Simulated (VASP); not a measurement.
# LaScF (P-6m2) in VASP: notebook

Runs on LaScF. Level: PBE. Tasks: single point, relaxation of cell and atoms.

Everything below comes from runs of VASP 6.6.1. Logs are shortened: lines on timing, memory, paths and dates and some standing lists are left out, and cuts for length are marked.

### Step 1. The cell of the first run

The structure is hexagonal, space group P-6m2 (No. 187). Conventional cell: a = 4.076 Å, b = 4.076 Å, c = 4.409 Å, α = 90.00°, β = 90.00°, γ = 120.00°. Within 4.2 Å of La (site symmetry -6m2) lie 6 Sc at 3.22 Å and 6 F at 3.22 Å and 6 La at 4.08 Å. Sc (site symmetry -6m2) has 3 F at 2.35 Å within 3.1 Å. F (site symmetry -6m2) has 3 Sc at 2.35 Å within 3.1 Å.

The cell was generated, and may not be a known phase.

### Step 2. Single point, PBE

INCAR reads:

```
SYSTEM = LaScF
  PREC = Accurate
  ENCUT = 520
  EDIFF = 1E-6
  ISMEAR = 0
  SIGMA = 0.1
  LREAL = .FALSE.
  LASPH = .TRUE.
  NELM = 100
  ALGO = Normal
  ISIF = 2
  LWAVE = .FALSE.
  LCHARG = .FALSE.
  GGA = PE
  NBANDS = 22
```

KPOINTS reads:

```
regular mesh
0
G
  6 6 4
  0 0 0
```

POSCAR reads:

```
LaScF
1.0
    4.0757667300      0.0000000000      0.0000000000
   -2.0378833600      3.5297175300      0.0000000000
    0.0000000000      0.0000000000      4.4086186100
La Sc F
1 1 1
Direct
    0.0000000000      0.0000000000      0.0000000000
    0.3333333300      0.6666666700      0.5000000000
    0.6666666700      0.3333333300      0.5000000000
```

Potentials or basis: VASP PAW PBE potentials, release 64 (La, Sc_sv, F).

The run is started by

```console
cat potpaw_PBE.64/La/POTCAR potpaw_PBE.64/Sc_sv/POTCAR potpaw_PBE.64/F/POTCAR > POTCAR
mpirun -np 1 vasp_std > vasp.out
```

OUTCAR:

```text
SYSTEM = LaScF
   PREC = Accurate
   ENCUT = 520
   EDIFF = 1E-6
   ISMEAR = 0
   LREAL = .FALSE.
   LASPH = .TRUE.
   NELM = 100
   ISIF = 2
   GGA = PE

 ion  position               nearest neighbor table
   1  0.000  0.000  0.000-   2 3.22   2 3.22   2 3.22   2 3.22   2 3.22   2 3.22
   2  0.333  0.667  0.500-   3 2.35   3 2.35   3 2.35   1 3.22   1 3.22   1 3.22   1 3.22   1 3.22
                             1 3.22
   3  0.667  0.333  0.500-   2 2.35   2 2.35   2 2.35

  LATTYP: Found a hexagonal cell.
 ALAT       =     4.0757667300
 C/A-ratio  =     1.0816660771

  Lattice vectors:

 A1 = (   4.0757667300,   0.0000000000,   0.0000000000)
 A2 = (  -2.0378833600,   3.5297175300,   0.0000000000)
 A3 = (   0.0000000000,   0.0000000000,   4.4086186100)

Analysis of symmetry for initial positions (statically):
=====================================================================
 Subroutine PRICEL returns:
 Original cell was already a primitive cell.

 Routine SETGRP: Setting up the symmetry group for a
 hexagonal supercell.

 Subroutine GETGRP returns: Found 12 space group operations
 (whereof 12 operations were pure point group operations)
 out of a pool of 24 trial point group operations.

The static configuration has the point symmetry D_3h.

Analysis of symmetry for dynamics (positions and initial velocities):
=====================================================================
 Subroutine PRICEL returns:
 Original cell was already a primitive cell.

 Routine SETGRP: Setting up the symmetry group for a
 hexagonal supercell.

 Subroutine GETGRP returns: Found 12 space group operations
 (whereof 12 operations were pure point group operations)
 out of a pool of 24 trial point group operations.

The dynamic configuration has the point symmetry D_3h.

 Subroutine INISYM returns: Found 12 space group operations
 (whereof 12 operations are pure point group operations),
 and found     1 'primitive' translations

----------------------------------------------------------------------------------------

                                     Primitive cell

  volume of cell :      63.4237

  direct lattice vectors                    reciprocal lattice vectors
     4.075766730  0.000000000  0.000000000     0.245352609  0.141654394  0.000000000
    -2.037883360  3.529717530  0.000000000     0.000000000  0.283308789  0.000000000
[... 80 lines left out ...]
   LASPH  =      T    aspherical Exc in radial PAW
   ENCUT  =  520.0 eV  38.22 Ry    6.18 a.u.   7.58  7.58  8.20*2*pi/ulx,y,z
   NELM   =    100;   NELMIN=  2; NELMDL= -5     # of ELM steps
   EDIFF  = 0.1E-05   stopping-criterion for ELM
   LREAL  =      F    real-space projection
   EDIFFG = 0.1E-04   stopping-criterion for IOM
   NSW    =      0    number of steps for IOM
   IBRION =     -1    ionic relax: 0-MD 1-quasi-New 2-CG
   NFREE  =      0    steps in history (QN), initial steepest desc. (CG)
   ISIF   =      2    stress and relaxation
   ISYM   =      2    0-nonsym 1-usesym 2-fastsym
   POTIM  = 0.5000    time-step for ionic-motion
   TEBEG  =    0.0;   TEEND  =   0.0 temperature during run
   PSTRESS=    0.0 pullay stress
   NELECT =      29.0000    total number of electrons
   NUPDOWN=      -1.0000    fix difference up-down
   EMIN   =  10.00;   EMAX   =-10.00  energy-range for DOS
   EFERMI =   0.00;   METHOD = LEGACY
   ISMEAR =     0;   SIGMA  =   0.10  broadening in eV -4-tet -1-fermi 0-gaus
   EFERMI_NEDOS =   21; number of points for ismear=-14 and -15
   IALGO  =     38    algorithm
   IMIX   =      4    mixing-type and parameters
     AMIX     =   0.40;   BMIX     =  1.00
     AMIX_MAG =   1.60;   BMIX_MAG =  1.00
  volume/ion in A,a.u.               =      21.14       142.67
  Fermi-wavevector in a.u.,A,eV,Ry     =   1.261218  2.383357 21.642398  1.590671
  Thomas-Fermi vector in A             =   2.394688
   LORBIT       =      0    0 simple, 1 ext, 2 COOP (PROOUT), +10 PAW based schemes
   GGA     = PE    functional components
   LHFCALC =     F    Hartree Fock is set to
   AEXX    =    0.0000 exact exchange contribution
   IVDW    =     0    specifies the selected vdW correction
   LEPSILON=     F    determine dielectric tensor
   LRPA    =     F    only Hartree local field effects (RPA)
 non-spin polarized calculation
 Gauss-broadening in eV      SIGMA  =   0.10
  energy-cutoff  :      520.00
  volume of cell :       63.42
 maximum number of plane-waves:      1732
   NGX = 15   NGY = 15   NGZ = 17

 number of electron      29.0000004 magnetization

 Free energy of the ion-electron system (eV)
  ---------------------------------------------------
  ext. energy  EPLUGINS =         0.00000000
  ---------------------------------------------------
  free energy    TOTEN  =       -15.58376951 eV

  energy without entropy =      -15.54246254  energy(sigma->0) =      -15.56311602

 E-fermi :   7.2797     XC(G=0): -10.1610

 val. band max:        7.2677909397   @ k =   0.1667   0.0000   0.2500
 cond. band min:       7.2903825286   @ k =   0.1667   0.1667   0.2500
 fundamental gap:      0.0225915889
 Fermi energy:         7.2796918608

 k-point     1 :       0.0000    0.0000    0.0000
  band No.  band energies     occupation
      1     -42.6772      2.00000
      2     -25.5732      2.00000
      3     -21.3869      2.00000
      4     -21.3869      2.00000
      5     -21.2790      2.00000
      6     -18.1965      2.00000
[... 514 lines left out ...]
     21       9.2645      0.00000
     22       9.3488      0.00000

------------------------ aborting loop because EDIFF is reached ----------------------------------------

  FORCE on cell =-STRESS in cart. coord.  units (eV):
  Direction    XX          YY          ZZ          XY          YZ          ZX
  --------------------------------------------------------------------------------------
  -------------------------------------------------------------------------------------
  Total        0.5951509      0.5951509      4.8337306      0.0000000      0.0000000     -0.0000000
  in kB       15.0343930     15.0343930    122.1071868      0.0000000      0.0000000     -0.0000000
  external PRESSURE =      50.7253243 kB  Pullay stress =       0.0000000 kB

 VOLUME and BASIS-vectors are now :
 -----------------------------------------------------------------------------
  energy-cutoff  :      520.00
  volume of cell :       63.42
      direct lattice vectors                 reciprocal lattice vectors
     4.075766730  0.000000000  0.000000000     0.245352609  0.141654394  0.000000000
    -2.037883360  3.529717530  0.000000000     0.000000000  0.283308789  0.000000000
     0.000000000  0.000000000  4.408618610     0.000000000  0.000000000  0.226828421

 POSITION                                       TOTAL-FORCE (eV/Angst)
 -----------------------------------------------------------------------------------
      0.00000      0.00000      0.00000        -0.000000     -0.000000      0.000000
     -0.00000      2.35315      2.20431         0.000000     -0.000000      0.000000
      2.03788      1.17657      2.20431        -0.000000      0.000000      0.000000
 -----------------------------------------------------------------------------------
    total drift:                               -0.000015      0.000009      0.000000

  FREE ENERGIE OF THE ION-ELECTRON SYSTEM (eV)
  ---------------------------------------------------
  free  energy   TOTEN  =       -15.5837695092 eV

  energy  without entropy=      -15.5424625353  energy(sigma->0) =      -15.56311602
```

OSZICAR:

```text
N       E                     dE             d eps       ncg     rms          rms(c)
DAV:   1     0.397319198113E+03    0.39732E+03   -0.12055E+04   972   0.184E+03
DAV:   2     0.397172397767E+02   -0.35760E+03   -0.33695E+03  1268   0.422E+02
DAV:   3    -0.142140516196E+02   -0.53931E+02   -0.51121E+02  1512   0.191E+02
DAV:   4    -0.176312750761E+02   -0.34172E+01   -0.32612E+01  1740   0.398E+01
DAV:   5    -0.177893143573E+02   -0.15804E+00   -0.15410E+00  1508   0.637E+00    0.835E+00
DAV:   6    -0.156983801932E+02    0.20909E+01   -0.15111E+01  1488   0.293E+01    0.366E+00
DAV:   7    -0.156307485178E+02    0.67632E-01   -0.24637E+00  1680   0.136E+01    0.221E+00
DAV:   8    -0.156115367554E+02    0.19212E-01   -0.71275E-01  1592   0.576E+00    0.121E+00
DAV:   9    -0.155910801341E+02    0.20457E-01   -0.73760E-02  1756   0.214E+00    0.656E-01
DAV:  10    -0.155828163118E+02    0.82638E-02   -0.48579E-02  1512   0.148E+00    0.139E-01
DAV:  11    -0.155836203015E+02   -0.80399E-03   -0.36005E-03  1794   0.456E-01    0.867E-02
DAV:  12    -0.155837924949E+02   -0.17219E-03   -0.12805E-03  1674   0.235E-01    0.596E-02
DAV:  13    -0.155837749213E+02    0.17574E-04   -0.61399E-04  1794   0.190E-01    0.177E-02
DAV:  14    -0.155837695517E+02    0.53695E-05   -0.37658E-05  1710   0.483E-02    0.541E-03
DAV:  15    -0.155837695092E+02    0.42513E-07   -0.12000E-06  1156   0.902E-03
   1 F= -.15583770E+02 E0= -.15563116E+02  d E =-.413070E-01
```

stdout:

```text
POSCAR found type information on POSCAR LaScF
 POSCAR found :  3 types and       3 ions
 scaLAPACK will be used
 LDA part: xc-table for (Slater+PW92), standard interpolation
 POSCAR, INCAR and KPOINTS ok, starting setup
 FFT: planning ... GRIDC
 FFT: planning ... GRID_SOFT
 FFT: planning ... GRID
 WAVECAR not read
 entering main loop
```

It took 70 s on 1 thread of Intel Xeon 8259CL, shared host; peak memory 0.18 GiB.

What came out:

```
Free energy            : -15.5838 eV
Pressure               : 5.1 GPa
Band gap on the k mesh : zero (an odd number of electrons rules out a gap without spin polarisation)
```

Levels at points of the mesh, in eV from the Fermi level:
| k point | band 12 | band 13 | band 14 | band 15 | band 16 | band 17 |
| --- | --- | --- | --- | --- | --- | --- |
| (0.00, 0.00, 0.00) | -6.79 | -3.04 | -1.72 | 0.38 | 0.38 | 1.25 |
| (0.50, 0.00, 0.00) | -7.05 | -1.81 | -0.90 | -0.15 | 0.66 | 1.17 |
| (0.00, 0.00, 0.50) | -7.17 | -1.25 | -0.35 | -0.35 | 0.46 | 0.87 |
| (0.50, 0.00, 0.50) | -7.05 | -0.84 | -0.69 | 0.69 | 0.83 | 0.89 |

Caveat: the stress differs along the axes, from 2 to 12 GPa; spin-orbit coupling is left out, which moves the levels of the heavy elements; an odd number of electrons without spin polarisation forces a metal; a magnetic or distorted state may lie lower.

### Step 3. Single point, PBE

This run uses another cell than the first one, of 25.15 Å³/atom.

INCAR reads:

```
PREC = Accurate
ENCUT = 520
EDIFF = 1E-7
ISMEAR = 0
SIGMA = 0.1
LREAL = F
LASPH = T
NELM = 80
ALGO = Normal
ISIF = 2
LWAVE = F
LCHARG = F
GGA = PE
NBANDS = 22
```

KPOINTS reads:

```
Automatic mesh
0
Gamma
  6 6 4
```

POSCAR reads:

```
LaScF
1.0
    3.6568242298     -0.0000000026      0.0000000000
   -1.8284121127      3.1669026815      0.0000000000
    0.0000000000      0.0000000000      6.5147155855
La Sc F
1 1 1
Direct
    0.0000000000      0.0000000000      0.0000000000
    0.3333333333      0.6666666667      0.5000000000
    0.6666666667      0.3333333333      0.5000000000
```

Potentials or basis: VASP PAW PBE potentials, release 64 (La, Sc_sv, F).

The run is started by

```console
cat potpaw_PBE.64/La/POTCAR potpaw_PBE.64/Sc_sv/POTCAR potpaw_PBE.64/F/POTCAR > POTCAR
mpirun -np 1 vasp_std > vasp.out
```

Wall time 88 s (1 thread of Intel Xeon 8259CL, shared host); peak memory 0.19 GiB.

Results (log left out):

```yaml
Free_energy: -16.9410 eV
Pressure: 0.2 GPa
Band_gap_on_the_k_mesh: zero (an odd number of electrons rules out a gap without spin polarisation)
```

Stress tensor (GPa, compression positive):
```
0.24 0.00 0.00
0.00 0.24 0.00
0.00 0.00 0.08
```

Levels at points of the mesh, in eV from the Fermi level:
```tsv
k point	band 12	band 13	band 14	band 15	band 16	band 17
(0.00, 0.00, 0.00)	-7.64	-3.13	-0.96	1.00	1.19	1.29
(0.50, 0.00, 0.00)	-7.76	-1.43	-0.50	-0.39	0.59	0.66
(0.00, 0.00, 0.50)	-7.73	-2.09	-1.40	0.33	0.70	1.16
(0.50, 0.00, 0.50)	-7.75	-1.33	-1.25	0.07	0.13	1.01
```

Caveat: spin-orbit coupling is left out, which moves the levels of the heavy elements; an odd number of electrons without spin polarisation forces a metal; a magnetic or distorted state may lie lower.

### Step 4. Relaxation of cell and atoms, PBE

INCAR reads:

```
  PREC = Accurate
  ENCUT = 600
  EDIFF = 1E-6
  ISMEAR = 0
  SIGMA = 0.1
  LREAL = False
  LASPH = True
  NELM = 80
  ALGO = Normal
  ISIF = 3
  LWAVE = False
  LCHARG = False
  GGA = PE
  IBRION = 2
  NSW = 90
  EDIFFG = -0.04
```

KPOINTS is that of step 3.

POSCAR reads:

```
LaScF
1.0
    4.0757667300      0.0000000000      0.0000000000
   -2.0378833600      3.5297175300      0.0000000000
    0.0000000000      0.0000000000      4.4086186100
La Sc F
1 1 1
Direct
    0.0000000000      0.0000000000      0.0000000000
    0.3333333300      0.6666666700      0.5000000000
    0.6666666700      0.3333333300      0.5000000000
```

The run is started by

```console
cat potpaw_PBE.64/La/POTCAR potpaw_PBE.64/Sc_sv/POTCAR potpaw_PBE.64/F/POTCAR > POTCAR
mpirun -np 1 vasp_std > vasp.out
```

Run time: 11 min. Hardware: 1 thread of Intel Xeon 8259CL, shared host; peak memory 0.22 GiB.

The run converged. Its results:

```yaml
Free_energy: -16.7504 eV
Relaxed_volume: 23.72 Å³/atom
Relaxed_cell: a = 3.699 Å, b = 3.699 Å, c = 6.007 Å, α = 90.00°, β = 90.00°, γ = 120.00°
Space_group_after_relaxing_to_0.1_Å: P-6m2 (No. 187)
Energy_gained_by_relaxing: 387.9 meV/atom
Ionic_steps: 12
Pressure_after_relaxing: -0.2 GPa
Band_gap_on_the_k_mesh: zero (an odd number of electrons rules out a gap without spin polarisation)
```

The path:
| step | energy change (eV) | largest force (eV/Å) | pressure (GPa) | volume (Å³) |
| --- | --- | --- | --- | --- |
| 1 | 0.0000 | 0.0000 | 5.05 | 63.42 |
| 2 | -0.3094 | 0.0000 | 0.53 | 69.64 |
| 3 | -0.4634 | 0.0000 | -5.43 | 81.88 |
| 4 | -0.6295 | 0.0000 | -6.04 | 82.64 |
| 5 | -0.8264 | 0.0000 | -7.74 | 83.62 |
| 6 | -0.8231 | 0.0000 | -7.06 | 83.47 |
| 7 | -1.0782 | 0.0000 | -4.05 | 76.86 |
| 8 | -1.1609 | 0.0000 | -0.84 | 72.05 |
| 9 | -1.1633 | 0.0000 | -0.01 | 71.02 |
| 10 | -1.1633 | 0.0000 | -0.21 | 71.26 |
| 11 | -1.1636 | 0.0000 | -0.21 | 71.21 |
| 12 | -1.1637 | 0.0000 | -0.19 | 71.17 |

Final structure:
```xyz
3
Lattice="3.6987 0.0000 0.0000 -1.8494 3.2032 0.0000 0.0000 0.0000 6.0071" Properties=species:S:1:pos:R:3 pbc="T T T"
La    0.0000    0.0000    0.0000
Sc    0.0000    2.1355    3.0036
F     1.8494    1.0677    3.0036
```

Levels at points of the mesh, in eV from the Fermi level:
```
           k point  band 11  band 12  band 13  band 14  band 15  band 16  band 17  band 18
(0.00, 0.00, 0.00)    -8.46    -7.54    -3.19    -1.00     1.11     1.14     1.14     1.46
(0.50, 0.00, 0.00)    -8.00    -7.70    -1.52    -0.51    -0.41     0.59     0.71     0.80
(0.00, 0.00, 0.50)    -8.47    -7.69    -1.98    -1.10     0.60     0.71     0.93     0.93
(0.50, 0.00, 0.50)    -8.00    -7.69    -1.46    -1.24     0.05     0.19     0.93     1.34
```

Caveat: a cell axis changed by over 15 % at a fixed basis, so the end point is rough; spin-orbit coupling is left out, which moves the levels of the heavy elements; an odd number of electrons without spin polarisation forces a metal; a magnetic or distorted state may lie lower.

### Step 5. The runs side by side

```tsv
task	cell	cutoff (eV)	gap on the mesh (eV)	pressure (GPa)
single point	a = 4.076, b = 4.076, c = 4.409 Å, angles 90.0, 90.0, 120.0°, 3 atoms	520	none	5.1
single point	a = 3.657, b = 3.657, c = 6.515 Å, angles 90.0, 90.0, 120.0°, 3 atoms	520	none	0.2
relaxation of cell and atoms	relaxed from a = 4.076, b = 4.076, c = 4.409 Å, angles 90.0, 90.0, 120.0°, 3 atoms	600	none	-0.2
```

Alike in all rows: level PBE; potentials or basis VASP PAW PBE potentials, release 64 (La, Sc_sv, F); no spin polarisation; k mesh 6 × 6 × 4; smearing gaussian 0.1 eV.

Caveats: spin-orbit coupling is left out, which moves the levels of the heavy elements; an odd number of electrons without spin polarisation forces a metal; a magnetic or distorted state may lie lower; the stress differs along the axes, from 2 to 12 GPa (at least some runs); a cell axis changed by over 15 % at a fixed basis, so the end point is rough (at least some runs).

Absolute energies hang on the potentials; compare differences alone.

The gap in the log of VASP goes by the Fermi energy; the results here count the filled bands.